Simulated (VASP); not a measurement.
Write the native input for VASP 6.6.1 that does the following.

```
Task                   : single point
Functional             : PBEsol
Potentials or basis    : VASP PAW PBE potentials, release 64 (Ga_d, N)
Cutoff                 : 520 eV
k mesh                 : 10 × 10 × 6
Occupations            : fermi-dirac, width 0.1 eV
Spin                   : no spin polarisation
Dipole correction      : no
Further INCAR settings : ALGO = Normal; EDIFF = 1e-06; NBANDS = 26
```

The structure of GaN lies in POSCAR:

```
GaN
1.0
    3.1825745955      0.0000000000      0.0000000000
   -1.5912872977      2.7561904491      0.0000000000
    0.0000000000      0.0000000000      5.1854102025
Ga N
2 2
Direct
    0.3333333333      0.6666666667     -0.0008061560
    0.6666666667      0.3333333333      0.4991938440
    0.3333333333      0.6666666667      0.3758061560
    0.6666666667      0.3333333333      0.8758061560
```

One way to write it, as run:

INCAR

```
PREC = Accurate
ENCUT = 520
EDIFF = 1E-6
ISMEAR = -1
SIGMA = 0.1
LREAL = False
LASPH = True
NELM = 100
ALGO = Normal
ISIF = 2
LWAVE = False
LCHARG = False
GGA = PS
NBANDS = 26
```

KPOINTS

```
Automatic mesh
0
Gamma
  10 10 6
```

Potentials or basis: VASP PAW PBE potentials, release 64 (Ga_d, N).

Run with:

```console
$ cat potpaw_PBE.64/Ga_d/POTCAR potpaw_PBE.64/N/POTCAR > POTCAR
$ mpirun -np 1 vasp_std > vasp.out
```

Results of the run:

* Pressure: -0.1 GPa
* Band gap on the k mesh: 1.89 eV, direct

Caveat: the PAW data sets were made with another functional, which shifts forces and pressure a little.

It took 35 s on 1 thread of Intel(R) Xeon(R) Platinum 8488C (Sapphire Rapids), with other jobs on the host, peak memory 0.18 GiB.
